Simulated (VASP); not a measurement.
Set up this calculation in VASP 6.6.1, as the native input.

```
Task                   : single point
Functional             : PBE
Potentials or basis    : VASP PAW PBE potentials, release 64 (Si, C)
Cutoff                 : 520 eV
k mesh                 : 10 × 10 × 3
Occupations            : fermi-dirac, width 0.05 eV
Spin                   : no spin polarisation
Dipole correction      : no
Further INCAR settings : ALGO = Normal; EDIFF = 1e-07; NBANDS = 26
```

The structure of SiC lies in POSCAR:

```
SiC
1.0
    3.1161684510      0.0000000000      0.0000000000
   -1.5580842255      2.6986810411      0.0000000000
    0.0000000000      0.0000000000     10.2031701838
Si C
4 4
Direct
    0.0000000000      0.0000000000      0.1878943800
    0.0000000000      0.0000000000      0.6878943800
    0.3333333333      0.6666666667      0.4378419800
    0.6666666667      0.3333333333      0.9378419800
    0.0000000000      0.0000000000      0.0004600500
    0.0000000000      0.0000000000      0.5004600500
    0.3333333333      0.6666666667      0.2498025900
    0.6666666667      0.3333333333      0.7498025900
```

One way to write it, as run:

INCAR

```
SYSTEM = SiC
PREC = Accurate
ENCUT = 520
EDIFF = 1E-7
ISMEAR = -1
SIGMA = 0.05
LREAL = .FALSE.
LASPH = .TRUE.
NELM = 100
ALGO = Normal
ISIF = 2
LWAVE = .FALSE.
LCHARG = .FALSE.
GGA = PE
NBANDS = 26
```

KPOINTS

```
regular mesh
0
G
  10 10 3
  0 0 0
```

Potentials or basis: VASP PAW PBE potentials, release 64 (Si, C).

The run is started by

```bash
$ cat potpaw_PBE.64/Si/POTCAR potpaw_PBE.64/C/POTCAR > POTCAR
$ mpirun -np 1 vasp_std > vasp.out
```

It gave:

```yaml
Pressure: -4.4 GPa
Largest_force: 0.007 eV/Å
Band_gap_on_the_k_mesh: 2.22 eV, indirect (least direct gap 3.33 eV)
```

It took 49 s on 1 thread of Intel(R) Xeon(R) Platinum 8488C (Sapphire Rapids) (shared host), peak memory 0.2 GiB.
